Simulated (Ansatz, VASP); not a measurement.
## CdTe: VASP beside Ansatz

The input INCAR:

```
SYSTEM = CdTe
PREC = Accurate
ENCUT = 520
EDIFF = 1E-7
ISMEAR = 0
SIGMA = 0.02
LREAL = .FALSE.
LASPH = .TRUE.
NELM = 60
ALGO = Normal
ISIF = 2
LWAVE = .FALSE.
LCHARG = .FALSE.
GGA = PE
NBANDS = 16
```

KPOINTS

```
Automatic mesh
0
G
  8 8 8
  0 0 0
```

The input POSCAR:

```
CdTe
1.0
    0.0000000000      3.0798447500      3.0798447500
    3.0798447500      0.0000000000      3.0798447500
    3.0798447500      3.0798447500      0.0000000000
Cd Te
1 1
Direct
    0.0000000000      0.0000000000      0.0000000000
    0.7500000000      0.7500000000      0.7500000000
```

Input for Ansatz:

```yaml
crystal:
  lattice:
    - [0.0, 3.07984475, 3.07984475]
    - [3.07984475, 0.0, 3.07984475]
    - [3.07984475, 3.07984475, 0.0]
  atoms:
    - { symbol: Cd, position: [0.0, 0.0, 0.0] }
    - { symbol: Te, position: [0.75, 0.75, 0.75] }
basis:
  ecutwfc: 420
kpoints:
  mp_grid: { grid: [8, 8, 8] }
hamiltonian:
  xc: pbe
scf:
  occupations: { method: gaussian, width: 0.02 }
output:
  forces: true
  stress: true
  eigenvalues: true
```

Alike in both runs: task single point; functional PBE; k mesh 8 × 8 × 8; occupations gaussian, width 0.02 eV; no spin polarisation.

|  | VASP | Ansatz |
| --- | --- | --- |
| version | VASP 6.6.1 | Ansatz 0.2.0 |
| potentials or method | VASP PAW PBE potentials, release 64 (Cd, Te), cutoff 520 eV | scalar-relativistic, plane waves, PAW |
| valence electrons in the cell | 18 | 36 |

VASP gave:

* gap on the k mesh at the Fermi level (eV): 1.25
* least direct gap on the mesh (eV): 1.25
* pressure (GPa): 12.9

Q: What did Ansatz give for the same quantities?

A: gap on the k mesh at the Fermi level (eV): 1.24; least direct gap on the mesh (eV): 1.24; pressure (GPa): 12.7.

The functional is the same, so the differences come from potentials, cutoffs and numerics. VASP's potentials hold 18 valence electrons a cell and Ansatz's 36, so a difference there can come from the potentials and not from the codes.

Neither program's run includes spin-orbit coupling.
